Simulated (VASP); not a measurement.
# C in VASP: a series of runs, part 2 of 2

VASP 6.6.1. Earlier steps stand in the parts before.

### 3 Single point, PBE

This run uses another cell than the first one, of 7.49 Å³/atom.

File INCAR:

```
  PREC = Accurate
  ENCUT = 520
  EDIFF = 1E-6
  ISMEAR = 0
  SIGMA = 0.1
  LREAL = F
  LASPH = T
  NELM = 60
  ALGO = Normal
  ISIF = 2
  LWAVE = F
  LCHARG = F
  GGA = PE
  NBANDS = 8
```

File KPOINTS:

```
Automatic mesh
0
Gamma
  8 8 8
```

File POSCAR:

```
C
1.0
    0.0000000000      1.5528606877      1.5528606877
    1.5528606877      0.0000000000      1.5528606877
    1.5528606877      1.5528606877      0.0000000000
C
1
Direct
    0.0000000000      0.0000000000      0.0000000000
```

Potentials or basis: VASP PAW PBE potentials, release 64 (C).

On the command line:

```console
> cat potpaw_PBE.64/C/POTCAR > POTCAR
> mpirun -np 1 vasp_std > vasp.out
```

Wall time 1.4 s (1 thread of AMD EPYC 7R43 (Zen 3), shared host); peak memory 0.07 GiB.

The run converged. Its results:

* Free energy: -4.6529 eV
* Pressure: -0.3 GPa
* Band gap on the k mesh: zero (bands 2 and 3 overlap by 11.14 eV)

Levels at points of the mesh, in eV from the Fermi level:
```
           k point  band 1  band 2  band 3  band 4  band 5
(0.00, 0.00, 0.00)  -18.48    7.72    7.72    7.72   29.63
(0.50, 0.00, 0.00)   -9.40   -8.44    6.06    6.06   24.14
(0.50, 0.50, 0.00)   -6.60   -5.62    2.18    2.18   14.53
```

Caveat: the k points lie up to 0.44 Å⁻¹ apart, too coarse for converged energies and pressures of a metal.

### 4 Single point, PBE

This run uses another cell than the first one, of 11.47 Å³/atom.

File INCAR:

```
SYSTEM = C
PREC = Accurate
ENCUT = 520
EDIFF = 1E-7
ISMEAR = 0
SIGMA = 0.1
LREAL = .FALSE.
LASPH = .TRUE.
NELM = 80
ALGO = Normal
ISIF = 2
LWAVE = .FALSE.
LCHARG = .TRUE.
GGA = PE
LELF = .TRUE.
LVHAR = .TRUE.
NBANDS = 8
```

File KPOINTS:

```
Automatic mesh
0
G
  8 8 8
  0 0 0
```

File POSCAR:

```
C
1.0
    0.0000000000      1.7898390965      1.7898390965
    1.7898390965      0.0000000000      1.7898390965
    1.7898390965      1.7898390965      0.0000000000
C
1
Direct
    0.0000000000      0.0000000000      0.0000000000
```

Potentials or basis: VASP PAW PBE potentials, release 64 (C).

On the command line:

```console
> cat potpaw_PBE.64/C/POTCAR > POTCAR
> mpirun -np 1 vasp_std > vasp.out
```

OUTCAR:

```text
SYSTEM = C
   PREC = Accurate
   ENCUT = 520
   EDIFF = 1E-7
   ISMEAR = 0
   LREAL = .FALSE.
   LASPH = .TRUE.
   NELM = 80
   ISIF = 2
   GGA = PE

 ion  position               nearest neighbor table
   1  0.000  0.000  0.000-

  LATTYP: Found a face centered cubic cell.
 ALAT       =     3.5796781930

  Lattice vectors:
[... 440 lines left out ...]
      2      -1.2975      2.00000
      3       3.8391      0.00000
      4       5.4814      0.00000
      5      19.5397      0.00000
      6      22.3955      0.00000
      7      25.7411      0.00000
      8      28.2278      0.00000

 [... further k-points ...]

------------------------ aborting loop because EDIFF is reached ----------------------------------------

  FORCE on cell =-STRESS in cart. coord.  units (eV):
  Direction    XX          YY          ZZ          XY          YZ          ZX
  --------------------------------------------------------------------------------------
  -------------------------------------------------------------------------------------
  Total       -2.0192674     -2.0192674     -2.0192674     -0.0000000      0.0000000     -0.0000000
  in kB     -282.1190732   -282.1190732   -282.1190732     -0.0000000      0.0000000     -0.0000000
  external PRESSURE =    -282.1190732 kB  Pullay stress =       0.0000000 kB

 VOLUME and BASIS-vectors are now :
 -----------------------------------------------------------------------------
  energy-cutoff  :      520.00
  volume of cell :       11.47
      direct lattice vectors                 reciprocal lattice vectors
     0.000000000  1.789839096  1.789839096    -0.279354720  0.279354720  0.279354720
     1.789839096  0.000000000  1.789839096     0.279354720 -0.279354720  0.279354720
     1.789839096  1.789839096  0.000000000     0.279354720  0.279354720 -0.279354720

 POSITION                                       TOTAL-FORCE (eV/Angst)
 -----------------------------------------------------------------------------------
      0.00000      0.00000      0.00000         0.000000      0.000000      0.000000
 -----------------------------------------------------------------------------------
    total drift:                               -0.000000     -0.000000     -0.000000

  FREE ENERGIE OF THE ION-ELECTRON SYSTEM (eV)
  ---------------------------------------------------
  free  energy   TOTEN  =        -4.1414014253 eV

  energy  without entropy=       -4.1374918128  energy(sigma->0) =       -4.13944662
```

OSZICAR:

```text
N       E                     dE             d eps       ncg     rms          rms(c)
DAV:   1    -0.140725576966E+01   -0.14073E+01   -0.21046E+03   480   0.453E+02
DAV:   2    -0.414129939222E+01   -0.27340E+01   -0.25369E+01   616   0.322E+01
DAV:   3    -0.415846858073E+01   -0.17169E-01   -0.17158E-01   512   0.293E+00
DAV:   4    -0.415848389136E+01   -0.15311E-04   -0.15310E-04   672   0.927E-02
DAV:   5    -0.415848389465E+01   -0.32895E-08   -0.34485E-08   512   0.995E-04    0.790E-01
DAV:   6    -0.414517493178E+01    0.13309E-01   -0.13600E-02   464   0.603E-01    0.388E-01
DAV:   7    -0.414131234976E+01    0.38626E-02   -0.13281E-02   488   0.616E-01    0.590E-02
DAV:   8    -0.414140149667E+01   -0.89147E-04   -0.15041E-04   512   0.991E-02    0.389E-03
DAV:   9    -0.414140142525E+01    0.71417E-07   -0.58271E-07   608   0.590E-03
   1 F= -.41414014E+01 E0= -.41394466E+01  d E =-.390961E-02
```

stdout:

```text
POSCAR found type information on POSCAR C
 POSCAR found :  1 types and       1 ions
 scaLAPACK will be used
 LDA part: xc-table for (Slater+PW92), standard interpolation
 POSCAR, INCAR and KPOINTS ok, starting setup
 FFT: planning ... GRIDC
 FFT: planning ... GRID_SOFT
 FFT: planning ... GRID
 WAVECAR not read
 entering main loop
```

Wall time 2.3 s (1 thread of AMD EPYC 7R43 (Zen 3), shared host); peak memory 0.08 GiB.

What came out:

| Quantity | Value |
| --- | --- |
| Free energy | -4.1414 eV |
| Pressure | -28.2 GPa |
| Band gap on the k mesh | zero (bands 2 and 3 overlap by 6.68 eV) |

Caveat: the k points lie up to 0.38 Å⁻¹ apart, too coarse for converged energies and pressures of a metal.

### 5 Relaxation of cell and atoms, PBE

This run uses another cell than the first one, of 11.47 Å³/atom.

File INCAR:

```
  PREC = Accurate
  ENCUT = 600
  EDIFF = 1E-6
  ISMEAR = 0
  SIGMA = 0.1
  LREAL = False
  LASPH = True
  NELM = 80
  ALGO = Normal
  ISIF = 3
  LWAVE = False
  LCHARG = False
  GGA = PE
  IBRION = 2
  NSW = 90
  EDIFFG = -0.04
```

File KPOINTS:

```
regular mesh
0
Gamma
  8 8 8
```

POSCAR is that of step 4.

On the command line:

```console
> cat potpaw_PBE.64/C/POTCAR > POTCAR
> mpirun -np 1 vasp_std > vasp.out
```

It took 4.4 s on 1 thread of AMD EPYC 7R43 (Zen 3), shared host; peak memory 0.08 GiB.

The run converged. Its results:

```yaml
Free_energy: -4.6583 eV
Relaxed_volume: 7.46 Å³/atom
Relaxed_cell: a = 2.194 Å, b = 2.194 Å, c = 2.194 Å, α = 60.00°, β = 60.00°, γ = 60.00°
Space_group_after_relaxing_to_0.1_Å: Fm-3m (No. 225)
Energy_gained_by_relaxing: 517.0 meV/atom
Ionic_steps: 4
Pressure_after_relaxing: 0.2 GPa
Band_gap_on_the_k_mesh: zero (bands 2 and 3 overlap by 11.18 eV)
```

The path:
```
step  energy change (eV)  largest force (eV/Å)  pressure (GPa)  volume (Å³)
   1              0.0000                0.0000          -28.26        11.47
   2             -0.4659                0.0000          -15.81         8.43
   3             -0.5165                0.0000           -1.66         7.55
   4             -0.5170                0.0000            0.15         7.46
```

Final structure:
```
C
1.0
     0.00000    1.55105    1.55105
     1.55105    0.00000    1.55105
     1.55105    1.55105    0.00000
C
1
Cartesian
  3.1021 3.1021 3.1021
```

Levels at points of the mesh, in eV from the Fermi level:
```
           k point  band 1  band 2  band 3  band 4  band 5  band 6
(0.00, 0.00, 0.00)  -18.53    7.75    7.75    7.75   29.67   30.29
(0.50, 0.00, 0.00)   -9.41   -8.47    6.08    6.08   24.20   27.16
(0.50, 0.50, 0.00)   -6.63   -5.61    2.18    2.18   14.56   16.18
```

Caveat: the k points lie up to 0.44 Å⁻¹ apart in the final cell, too coarse for converged energies and pressures of a metal; the volume moved by over 15 % at a fixed basis, so the end points are rough.

### 6 The runs side by side

```csv
task,cell,k mesh,cutoff (eV),gap on the mesh (eV),pressure (GPa)
single point,"a = 2.557 Å, angles 122.4, 122.4, 85.8°, 1 atom",10 × 10 × 10,600,none,-29.6
single point,"a = 2.196 Å, angles 60.0°, 1 atom",8 × 8 × 8,520,none,-0.3
single point,"a = 2.531 Å, angles 60.0°, 1 atom",8 × 8 × 8,520,none,-28.2
relaxation of cell and atoms,"relaxed from a = 2.531 Å, angles 60.0°, 1 atom",8 × 8 × 8,600,none,0.2
```

Alike in all rows: level PBE; potentials or basis VASP PAW PBE potentials, release 64 (C); no spin polarisation; smearing gaussian 0.1 eV.

Caveats: some runs use coarse meshes; the cell stands under tension (at least some runs); the volume moved by over 15 % at a fixed basis, so the end points are rough (at least some runs).

Total energies depend on the potentials used, so only differences within one code and one set of settings carry meaning.
